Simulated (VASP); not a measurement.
# Hg in VASP: further runs

The runs below take Hg through single point, with PBEsol.

Everything below comes from runs of VASP 6.6.1. Logs are shortened: lines on timing, memory, paths and dates and some standing lists are left out, and cuts for length are marked.

## Step 1: The cell of the first run

Symmetry: C2/m, No. 12, monoclinic system. The conventional cell has a = 5.957 Å, b = 3.464 Å, c = 8.667 Å, α = 90.00°, β = 98.84°, γ = 90.00°. Hg (site symmetry m) has 12 Hg at 3.35 to 3.60 Å within 4.4 Å. Hg (site symmetry 2/m) has 12 Hg at 3.35 to 3.60 Å within 4.4 Å.

## Step 2: Single point, PBEsol (strained)

File INCAR:

```
PREC = Accurate
ENCUT = 520
EDIFF = 1E-7
ISMEAR = 0
SIGMA = 0.05
LREAL = F
LASPH = T
NELM = 80
ALGO = Fast
ISIF = 2
LWAVE = F
LCHARG = F
GGA = PS
NBANDS = 25
```

File KPOINTS:

```
regular mesh
0
Gamma
  12 12 4
```

File POSCAR:

```
Hg
1.0
    2.9759504134     -1.7320241536      0.1181889045
    2.9759504134      1.7320241536      0.1181889045
   -1.6702884699      0.0000000000      8.5047924655
Hg
3
Direct
    0.7893308039      0.7893308039      0.3363911794
    0.2106691961      0.2106691961      0.6636088206
    0.0000000000      0.0000000000      0.0000000000
```

Potentials or basis: VASP PAW PBE potentials, release 64 (Hg).

Launch:

```console
$ cat potpaw_PBE.64/Hg/POTCAR > POTCAR
$ mpirun -np 1 vasp_std > vasp.out
```

OUTCAR:

```text
PREC = Accurate
   ENCUT = 520
   EDIFF = 1E-7
   ISMEAR = 0
   LREAL = F
   LASPH = T
   NELM = 80
   ISIF = 2
   GGA = PS

 ion  position               nearest neighbor table
   1  0.789  0.789  0.336-   3 3.35   2 3.42   2 3.42   2 3.49   3 3.60   3 3.60
   2  0.211  0.211  0.664-   3 3.35   1 3.42   1 3.42   1 3.49   3 3.60   3 3.60
   3  0.000  0.000  0.000-   1 3.35   2 3.35   1 3.60   1 3.60   2 3.60   2 3.60

  LATTYP: Found a base centered monoclinic cell.
 ALAT       =     5.9565928114
 B/A-ratio  =     0.5815486163
 C/A-ratio  =     1.4550697209
 COS(beta)  =    -0.1536211106

  Lattice vectors:

 A1 = (   2.9759504134,  -1.7320241536,   0.1181889045)
 A2 = (   2.9759504134,   1.7320241536,   0.1181889045)
 A3 = (  -1.6702884699,   0.0000000000,   8.5047924655)

Analysis of symmetry for initial positions (statically):
=====================================================================
 Subroutine PRICEL returns:
 Original cell was already a primitive cell.

 Routine SETGRP: Setting up the symmetry group for a
 base centered monoclinic supercell.

 Subroutine GETGRP returns: Found  4 space group operations
 (whereof  4 operations were pure point group operations)
 out of a pool of  4 trial point group operations.

The static configuration has the point symmetry C_2h.

Analysis of symmetry for dynamics (positions and initial velocities):
=====================================================================
 Subroutine PRICEL returns:
 Original cell was already a primitive cell.

 Routine SETGRP: Setting up the symmetry group for a
 base centered monoclinic supercell.

 Subroutine GETGRP returns: Found  4 space group operations
 (whereof  4 operations were pure point group operations)
 out of a pool of  4 trial point group operations.

The dynamic configuration has the point symmetry C_2h.

 Subroutine INISYM returns: Found  4 space group operations
 (whereof  4 operations are pure point group operations),
 and found     1 'primitive' translations

----------------------------------------------------------------------------------------

                                     Primitive cell

  volume of cell :      88.3583

  direct lattice vectors                    reciprocal lattice vectors
     2.975950413 -1.732024154  0.118188904     0.166713236 -0.288679577  0.032741445
     2.975950413  1.732024154  0.118188904     0.166713236  0.288679577  0.032741445
    -1.670288470  0.000000000  8.504792465    -0.004633542  0.000000000  0.116670766

  length of vectors
     3.445309442  3.445309442  8.667257839     0.334964481  0.334964481  0.116762739

  position of ions in fractional coordinates (direct lattice)
     0.789330804  0.789330804  0.336391179
     0.210669196  0.210669196  0.663608821
     0.000000000  0.000000000  0.000000000

  ion indices of the primitive-cell ions
   primitive index   ion index
                 1           1
                 2           2
                 3           3

----------------------------------------------------------------------------------------

 KPOINTS: regular mesh

Automatic generation of k-mesh.
 Grid dimensions read from file:
 generate k-points for:   12   12    4

 Generating k-lattice:

  Cartesian coordinates                     Fractional coordinates (reciprocal lattice)
     0.013892770 -0.024056631  0.002728454     0.083333333  0.000000000 -0.000000000
     0.013892770  0.024056631  0.002728454     0.000000000  0.083333333 -0.000000000
    -0.001158385  0.000000000  0.029167691     0.000000000  0.000000000  0.250000000

  Length of vectors
     0.027913707  0.027913707  0.029190685

  Shift w.r.t. Gamma in fractional coordinates (k-lattice)
     0.000000000  0.000000000  0.000000000

 Subroutine IBZKPT returns following result:
 ===========================================

 Found    164 irreducible k-points:

 Following reciprocal coordinates:
            Coordinates               Weight
  0.000000  0.000000  0.000000      1.000000
  0.083333 -0.000000  0.000000      4.000000
  0.166667 -0.000000  0.000000      4.000000
  0.250000 -0.000000  0.000000      4.000000
  0.333333 -0.000000 -0.000000      4.000000
  0.416667  0.000000  0.000000      4.000000
[... 16 lines left out ...]
  0.500000  0.166667  0.000000      4.000000
 -0.416667  0.166667  0.000000      4.000000
 [... further k-points ...]
   k-points           NKPTS =    164   k-points in BZ     NKDIM =    164   number of bands    NBANDS=     25
   number of dos      NEDOS =    301   number of ions     NIONS =      3
   total plane-waves  NPLWV =  50176
   dimension x,y,z NGX =    28 NGY =   28 NGZ =   64
   dimension x,y,z NGXF=    56 NGYF=   56 NGZF=  128
   ions per type =               3
   NGX,Y,Z   is equivalent  to a cutoff of  13.51, 13.51, 12.28 a.u.
   NGXF,Y,Z  is equivalent  to a cutoff of  27.02, 27.02, 24.55 a.u.
 SYSTEM =  unknown system
   PREC   = accura    normal or accurate (medium, high low for compatibility)
   ISTART =      0    job   : 0-new  1-cont  2-samecut
   ICHARG =      2    charge: 1-file 2-atom 10-const
   ISPIN  =      1    spin polarized calculation?
   LNONCOLLINEAR =      F non collinear calculations
   LSORBIT =      F    spin-orbit coupling
   LASPH  =      T    aspherical Exc in radial PAW
   ENCUT  =  520.0 eV  38.22 Ry    6.18 a.u.   6.41  6.41 16.12*2*pi/ulx,y,z
   NELM   =     80;   NELMIN=  2; NELMDL= -5     # of ELM steps
   EDIFF  = 0.1E-06   stopping-criterion for ELM
   LREAL  =      F    real-space projection
   EDIFFG = 0.1E-05   stopping-criterion for IOM
   NSW    =      0    number of steps for IOM
   IBRION =     -1    ionic relax: 0-MD 1-quasi-New 2-CG
   NFREE  =      0    steps in history (QN), initial steepest desc. (CG)
   ISIF   =      2    stress and relaxation
   ISYM   =      2    0-nonsym 1-usesym 2-fastsym
   POTIM  = 0.5000    time-step for ionic-motion
   TEBEG  =    0.0;   TEEND  =   0.0 temperature during run
   PSTRESS=    0.0 pullay stress
   NELECT =      36.0000    total number of electrons
   NUPDOWN=      -1.0000    fix difference up-down
   EMIN   =  10.00;   EMAX   =-10.00  energy-range for DOS
   EFERMI =   0.00;   METHOD = LEGACY
   ISMEAR =     0;   SIGMA  =   0.05  broadening in eV -4-tet -1-fermi 0-gaus
   EFERMI_NEDOS =   21; number of points for ismear=-14 and -15
   IALGO  =     68    algorithm
   IMIX   =      4    mixing-type and parameters
     AMIX     =   0.40;   BMIX     =  1.00
     AMIX_MAG =   1.60;   BMIX_MAG =  1.00
  volume/ion in A,a.u.               =      29.45       198.76
  Fermi-wavevector in a.u.,A,eV,Ry     =   1.213649  2.293464 20.040622  1.472944
  Thomas-Fermi vector in A             =   2.349094
   LORBIT       =      0    0 simple, 1 ext, 2 COOP (PROOUT), +10 PAW based schemes
   GGA     = PS    functional components
   LHFCALC =     F    Hartree Fock is set to
   AEXX    =    0.0000 exact exchange contribution
   IVDW    =     0    specifies the selected vdW correction
   LEPSILON=     F    determine dielectric tensor
   LRPA    =     F    only Hartree local field effects (RPA)
 non-spin polarized calculation
 RMM-DIIS sequential band-by-band and
 Gauss-broadening in eV      SIGMA  =   0.05
  energy-cutoff  :      520.00
  volume of cell :       88.36
 maximum number of plane-waves:      2406
 NGX is ok and might be reduce to    28
   NGX = 13   NGY = 13   NGZ = 33

 number of electron      36.0000005 magnetization

 Free energy of the ion-electron system (eV)
  ---------------------------------------------------
  ext. energy  EPLUGINS =         0.00000000
  ---------------------------------------------------
  free energy    TOTEN  =        -1.45071890 eV

  energy without entropy =       -1.45004990  energy(sigma->0) =       -1.45038440

 E-fermi :   0.5286     XC(G=0):  -9.8604

 val. band max:        0.5231325056   @ k =   0.5000   0.1667   0.5000
 cond. band min:       0.5291980115   @ k =  -0.3333   0.1667   0.5000
 fundamental gap:      0.0060655059
 Fermi energy:         0.5286409156

 k-point     1 :       0.0000    0.0000    0.0000
  band No.  band energies     occupation
      1      -6.4602      2.00000
      2      -5.8743      2.00000
      3      -5.8468      2.00000
      4      -5.4429      2.00000
      5      -5.3542      2.00000
      6      -5.3238      2.00000
[... 17 lines left out ...]
     24      12.6073      0.00000
     25      13.5221      0.00000

 k-point     2 :       0.0833   -0.0000    0.0000
  band No.  band energies     occupation
      1      -6.3317      2.00000
      2      -5.8111      2.00000
      3      -5.7796      2.00000
      4      -5.4348      2.00000
      5      -5.3660      2.00000
      6      -5.3295      2.00000
[... 17 lines left out ...]
     24      11.9581      0.00000
     25      12.6624      0.00000

 k-point     3 :       0.1667   -0.0000    0.0000
  band No.  band energies     occupation
      1      -6.0022      2.00000
      2      -5.6818      2.00000
      3      -5.6557      2.00000
      4      -5.4233      2.00000
      5      -5.3889      2.00000
      6      -5.3327      2.00000
[... 17 lines left out ...]
     24      10.7955      0.00000
     25      10.9800      0.00000

 k-point     4 :       0.2500   -0.0000    0.0000
  band No.  band energies     occupation
      1      -5.7802      2.00000
      2      -5.6671      2.00000
      3      -5.6567      2.00000
      4      -5.4351      2.00000
      5      -5.4109      2.00000
      6      -5.3673      2.00000
[... 17 lines left out ...]
     24       9.6948      0.00000
     25       9.9838      0.00000
[... 477 lines left out ...]
 k-point    22 :       0.4167    0.1667    0.0000
  band No.  band energies     occupation
      1      -5.6937      2.00000
      2      -5.6186      2.00000
      3      -5.5975      2.00000
      4      -5.4920      2.00000
      5      -5.4672      2.00000
      6      -5.3879      2.00000
[... 17 lines left out ...]
     24       7.0665      0.00000
     25       8.1184      0.00000

 k-point    23 :       0.5000    0.1667    0.0000
  band No.  band energies     occupation
      1      -5.7554      2.00000
      2      -5.6582      2.00000
      3      -5.6175      2.00000
      4      -5.5592      2.00000
      5      -5.5413      2.00000
      6      -5.4144      2.00000
[... 17 lines left out ...]
     24       6.8849      0.00000
     25       8.5092      0.00000

 k-point    24 :      -0.4167    0.1667    0.0000
  band No.  band energies     occupation
      1      -5.7745      2.00000
      2      -5.6664      2.00000
      3      -5.6434      2.00000
      4      -5.5876      2.00000
      5      -5.5398      2.00000
      6      -5.4100      2.00000
[... 17 lines left out ...]
     24       7.6789      0.00000
     25       8.2518      0.00000

 [... further k-points ...]

------------------------ aborting loop because EDIFF is reached ----------------------------------------

  FORCE on cell =-STRESS in cart. coord.  units (eV):
  Direction    XX          YY          ZZ          XY          YZ          ZX
  --------------------------------------------------------------------------------------
  -------------------------------------------------------------------------------------
  Total       -1.3978616     -1.4936014     -1.6113696      0.0000000      0.0000000     -0.0625047
  in kB      -25.3470349    -27.0830581    -29.2185166      0.0000000      0.0000000     -1.1333810
  external PRESSURE =     -27.2162032 kB  Pullay stress =       0.0000000 kB

 VOLUME and BASIS-vectors are now :
 -----------------------------------------------------------------------------
  energy-cutoff  :      520.00
  volume of cell :       88.36
      direct lattice vectors                 reciprocal lattice vectors
     2.975950413 -1.732024154  0.118188904     0.166713236 -0.288679577  0.032741445
     2.975950413  1.732024154  0.118188904     0.166713236  0.288679577  0.032741445
    -1.670288470  0.000000000  8.504792465    -0.004633542  0.000000000  0.116670766

 POSITION                                       TOTAL-FORCE (eV/Angst)
 -----------------------------------------------------------------------------------
      4.13615      0.00000      3.04752         0.001823      0.000000      0.017468
      0.14546      0.00000      5.69365        -0.001823      0.000000     -0.017468
      0.00000      0.00000      0.00000        -0.000000      0.000000      0.000000
 -----------------------------------------------------------------------------------
    total drift:                                0.000000      0.000000      0.000000

  FREE ENERGIE OF THE ION-ELECTRON SYSTEM (eV)
  ---------------------------------------------------
  free  energy   TOTEN  =        -1.4507189001 eV

  energy  without entropy=       -1.4500499010  energy(sigma->0) =       -1.45038440
```

It took 3.2 min on 1 thread of AMD EPYC 9R45 (Zen 5), shared host; peak memory 0.38 GiB.

Results:

* Free energy: -1.4507 eV
* Pressure: -2.7 GPa
* Largest force: 0.018 eV/Å
* Band gap on the k mesh: zero (bands 18 and 19 overlap by 0.49 eV)

Forces in eV/Å, atoms in the order of the input:
```
Hg   0.002  0.000  0.017
Hg  -0.002  0.000 -0.017
Hg   0.000  0.000  0.000
```

Caveat: the cell differs from its parent crystal (strained); the PAW data sets were made with another functional, which shifts forces and pressure a little; spin-orbit coupling is left out, which moves the levels of the heavy elements.

## Step 3: Single point, PBEsol (strained)

File INCAR:

```
  ALGO = Normal
  EDIFF = 1E-7
  ENCUT = 520
  GGA = PS
  ISIF = 2
  ISMEAR = 0
  LASPH = T
  LCHARG = F
  LREAL = F
  LWAVE = F
  NBANDS = 25
  NELM = 80
  PREC = Accurate
  SIGMA = 0.05
```

File KPOINTS:

```
k-points
0
Gamma
  12 12 4
```

File POSCAR:

```
Hg
1.0
    3.0987594863     -1.9277135224     -0.0761079105
    3.0987594863      1.9277135224     -0.0761079105
   -2.2779685698      0.0000000000      8.1894602880
Hg
3
Direct
    0.7705999344      0.7682198331      0.3411069444
    0.2317801669      0.2294000656      0.6588930556
   -0.0023801014      0.0023801014      0.0000000000
```

Potentials or basis: VASP PAW PBE potentials, release 64 (Hg).

Launch:

```console
$ cat potpaw_PBE.64/Hg/POTCAR > POTCAR
$ mpirun -np 1 vasp_std > vasp.out
```

Wall time 2.3 min (1 thread of AMD EPYC 9R45 (Zen 5), shared host); peak memory 0.39 GiB.

The run converged. Its results:

* Free energy: -1.3135 eV
* Pressure: -2.7 GPa
* Largest force: 0.017 eV/Å

Forces on the atoms (eV/Å):
```
Hg  -0.004  0.000 -0.016
Hg   0.004  0.000  0.016
Hg   0.000 -0.001  0.000
```

Stress tensor (GPa, compression positive):
```
-2.61  0.00  0.09
 0.00 -2.85  0.00
 0.09  0.00 -2.66
```

Levels at points of the mesh, in eV from the Fermi level:
| k point | band 14 | band 15 | band 16 | band 17 | band 18 | band 19 | band 20 | band 21 | band 22 | band 23 |
| --- | --- | --- | --- | --- | --- | --- | --- | --- | --- | --- |
| (0.00, 0.00, 0.00) | -5.34 | -5.33 | -5.31 | -3.89 | -3.64 | 4.28 | 4.48 | 9.07 | 9.12 | 9.73 |
| (0.50, 0.00, 0.00) | -5.30 | -5.20 | -2.67 | -2.01 | -1.30 | 0.13 | 1.93 | 2.10 | 6.21 | 6.75 |
| (0.50, 0.50, 0.00) | -5.24 | -5.15 | -2.01 | -1.79 | -0.97 | 0.22 | 2.38 | 3.43 | 4.72 | 4.80 |
| (0.00, 0.00, 0.50) | -5.55 | -5.44 | -5.26 | -5.22 | -0.86 | 0.27 | 8.48 | 9.36 | 9.67 | 10.12 |
| (0.50, 0.00, 0.50) | -5.23 | -5.18 | -2.55 | -2.14 | -1.37 | 0.05 | 2.03 | 2.59 | 5.26 | 6.03 |
| (0.50, 0.50, 0.50) | -5.28 | -5.23 | -2.31 | -1.60 | -0.59 | 0.54 | 1.87 | 2.13 | 5.50 | 5.74 |

Caveat: the cell differs from its parent crystal (strained); the PAW data sets were made with another functional, which shifts forces and pressure a little; spin-orbit coupling is left out, which moves the levels of the heavy elements.
